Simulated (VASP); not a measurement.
Here is a VASP 6.6.1 calculation.

INCAR

```
SYSTEM = Au
PREC = Accurate ; ENCUT = 600
EDIFF = 1E-6 ; ISMEAR = -1
SIGMA = 0.1 ; LREAL = .False.
LASPH = .True. ; NELM = 100
ALGO = Normal ; ISIF = 3
LWAVE = .False. ; LCHARG = .False.
GGA = PE ; IBRION = 2
NSW = 32 ; EDIFFG = -0.005
PSTRESS = 2700.0
```

KPOINTS

```
regular mesh
0
Gamma
  17 17 17
  0 0 0
```

POSCAR

```
Au
1.0
    2.2851924586      0.0000000000      0.0000000000
    0.0000000000      2.2851924586      0.0000000000
    0.0000000000      0.0000000000      2.2851924586
Au
1
Direct
    0.0000000000      0.0000000000      0.0000000000
```

Potentials or basis: VASP PAW PBE potentials, release 64 (Au).

Launch:

```console
$ cat potpaw_PBE.64/Au/POTCAR > POTCAR
$ mpirun -np 1 vasp_std > vasp.out
```

Q: Predict the space group after relaxing (to 0.05 Å).

A: Pm-3m (No. 221).

Q: Predict the relaxed cell.

A: a = 2.285 Å, b = 2.285 Å, c = 2.285 Å, α = 90.00°, β = 90.00°, γ = 90.00°.

Q: What does it give for the relaxed volume?

A: 11.93 Å³/atom.

Final structure:
```yaml
crystal:
  lattice:
    - [2.28482, 0.00000, 0.00000]
    - [0.00000, 2.28482, 0.00000]
    - [0.00000, 0.00000, 2.28482]
  atoms:
    - { symbol: Au, position: [0.00000, 0.00000, 0.00000] }
```

Caveat: the cell is relaxed towards a set pressure, so the enthalpy falls and the energy may rise.
